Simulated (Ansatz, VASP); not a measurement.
# GaN in VASP and in Ansatz

File INCAR:

```
PREC     = Accurate       # precision mode
ENCUT    = 520            # plane-wave cutoff, eV
EDIFF    = 1E-7           # SCF threshold, eV
ISMEAR   = 0              # smearing method
SIGMA    = 0.05           # smearing width, eV
LREAL    = F              # projectors in reciprocal space
LASPH    = T              # aspherical terms in the spheres
NELM     = 60             # most SCF steps
ALGO     = Normal         # electronic algorithm
ISIF     = 2              # what is computed and relaxed
LWAVE    = F              # write WAVECAR
LCHARG   = F              # write CHGCAR
GGA      = PE             # functional
NBANDS   = 46             # bands
```

The input KPOINTS:

```
Automatic mesh
0
Gamma
  10 10 3
```

POSCAR

```
GaN
1.0
   -3.2184289111      0.0000000000      0.0000000000
   -1.6092144555     -2.7872411973      0.0000000000
    0.0000000000      0.0000000000     10.1860608832
Ga N
4 4
Direct
    0.3333333333      0.3333333333      0.1604049338
    0.3333333333      0.3333333333      0.6751309404
    0.6666666667      0.6666666667      0.9324939437
    0.6666666667      0.6666666667      0.4177679371
    0.3333333333      0.3333333333      0.8690470795
    0.3333333333      0.3333333333      0.3543210728
    0.6666666667      0.6666666667      0.0969580695
    0.6666666667      0.6666666667      0.6116840761
```

Input for Ansatz:

```yaml
crystal:
  lattice:
    - [-3.2184289111, 0.0, 0.0]
    - [-1.6092144555, -2.7872411973, 0.0]
    - [0.0, 0.0, 10.1860608832]
  atoms:
    - { symbol: Ga, position: [0.3333333333, 0.3333333333, 0.1604049338] }
    - { symbol: Ga, position: [0.3333333333, 0.3333333333, 0.6751309404] }
    - { symbol: Ga, position: [0.6666666667, 0.6666666667, 0.9324939437] }
    - { symbol: Ga, position: [0.6666666667, 0.6666666667, 0.4177679371] }
    - { symbol: "N", position: [0.3333333333, 0.3333333333, 0.8690470795] }
    - { symbol: "N", position: [0.3333333333, 0.3333333333, 0.3543210728] }
    - { symbol: "N", position: [0.6666666667, 0.6666666667, 0.0969580695] }
    - { symbol: "N", position: [0.6666666667, 0.6666666667, 0.6116840761] }
basis:
  ecutwfc: 420
kpoints:
  mp_grid: { grid: [10, 10, 3] }
hamiltonian:
  xc: pbe
scf:
  occupations: { method: gaussian, width: 0.05 }
output:
  forces: true
  stress: true
  eigenvalues: true
```

Alike in both runs: task single point; functional PBE; k mesh 10 × 10 × 3; occupations gaussian, width 0.05 eV; no spin polarisation.

|  | VASP | Ansatz |
| --- | --- | --- |
| version | VASP 6.6.1 | Ansatz 0.2.0 |
| potentials or method | VASP PAW PBE potentials, release 64 (Ga_d, N), cutoff 520 eV | scalar-relativistic, plane waves, PAW |
| valence electrons in the cell | 72 | 72 |

```tsv
	VASP	Ansatz	Ansatz less VASP
gap on the k mesh at the Fermi level (eV)	1.69	1.68	-0.006
least direct gap on the mesh (eV)	1.69	1.68	-0.006
pressure (GPa)	8.9	9.0	+0.06
traceless stress, the component that is largest in VASP (GPa)	14.54	14.78	+0.245
rms of the force components (eV/Å)	2.047	2.090	+0.0434
```

Atom by atom the forces differ by 0.044 eV/Å (rms over components). The functional is the same, so the differences come from potentials, cutoffs and numerics.
